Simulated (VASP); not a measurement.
**HfO2 (fluorite type): single point with PBEsol**

The system is HfO2 (fluorite type).

```
Hf O
1.0
     0.00000    2.52177    2.52177
     2.52177    0.00000    2.52177
     2.52177    2.52177    0.00000
Hf O
1 2
Direct
  0.00000 0.00000 0.00000
  0.25000 0.25000 0.25000
  0.75000 0.75000 0.75000
```

| Quantity | Value |
| --- | --- |
| Program | VASP 6.6.1 |
| Task | single point |
| Functional | PBEsol |
| Potentials or basis | VASP PAW PBE potentials, release 64 (Hf_pv, O) |
| Cutoff | 520 eV |
| k mesh | 11 × 11 × 11 |
| Occupations | fermi-dirac, width 0.1 eV |
| Spin | no spin polarisation |
| Dipole correction | no |
| Further INCAR settings | ALGO = Normal; EDIFF = 1e-06; NBANDS = 18 |

```json
{"Pressure": "-3.7 GPa", "Band gap on the k mesh": "3.79 eV (least direct gap 3.87 eV)"}
```

Levels at points of the mesh, in eV from the valence-band top:
```tsv
k point	band 9	band 10	band 11	band 12	band 13	band 14
(0.00, 0.00, 0.00)	-0.59	-0.59	-0.59	3.85	3.85	5.81
```

It took 24 s on 1 thread of Intel(R) Xeon(R) Platinum 8488C (Sapphire Rapids), on a shared host, peak memory 0.17 GiB.

Caveat: the cell stands under tension; the PAW data sets were made with another functional, which shifts forces and pressure a little; spin-orbit coupling is left out, which moves the levels of the heavy elements; an odd mesh through Γ misses points on the zone boundary, where band edges can lie.
